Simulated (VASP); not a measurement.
Here is a VASP 6.6.1 calculation.

The input INCAR:

```
ALGO     = Normal         # electronic algorithm
EDIFF    = 1E-7           # SCF threshold, eV
ENCUT    = 520            # plane-wave cutoff, eV
GGA      = PE             # functional
ISIF     = 2              # what is computed and relaxed
ISMEAR   = -1             # smearing method
LASPH    = True           # aspherical terms in the spheres
LCHARG   = False          # write CHGCAR
LREAL    = False          # projectors in reciprocal space
LWAVE    = False          # write WAVECAR
NBANDS   = 21             # bands
NELM     = 80             # most SCF steps
PREC     = Accurate       # precision mode
SIGMA    = 0.03           # smearing width, eV
```

File KPOINTS:

```
k-points
0
Gamma
  14 14 8
```

The input POSCAR:

```
Ru
1.0
    2.7057993342      0.0000000000      0.0000000000
   -1.3528996671      2.3432909610      0.0000000000
    0.0000000000      0.0000000000      4.2819000000
Ru
2
Direct
    0.3333333333      0.6666666667      0.2500000000
    0.6666666667      0.3333333333      0.7967082370
```

Potentials or basis: VASP PAW PBE potentials, release 64 (Ru_pv).

Run with:

```bash
$ cat potpaw_PBE.64/Ru_pv/POTCAR > POTCAR
$ mpirun -np 1 vasp_std > vasp.out
```

Question: Estimate the largest force.

Answer: 2.867 eV/Å.

Question: Predict the band gap on the k mesh.

Answer: Zero (band 14 reaches 14.34 eV, above the bottom of band 15 at 11.60 eV).

Question: What does it give for the pressure?

Answer: 12.1 GPa.

Forces on the atoms (eV/Å):
```
Ru   0.000  0.000  2.867
Ru   0.000  0.000 -2.867
```

Caveat: the cell differs from its parent crystal (atom 2 (Ru) moved by [0.0, 0.0, 0.2] A); forces of over 1 eV/Å act on the atoms, so gaps and moduli don't describe the material at rest.
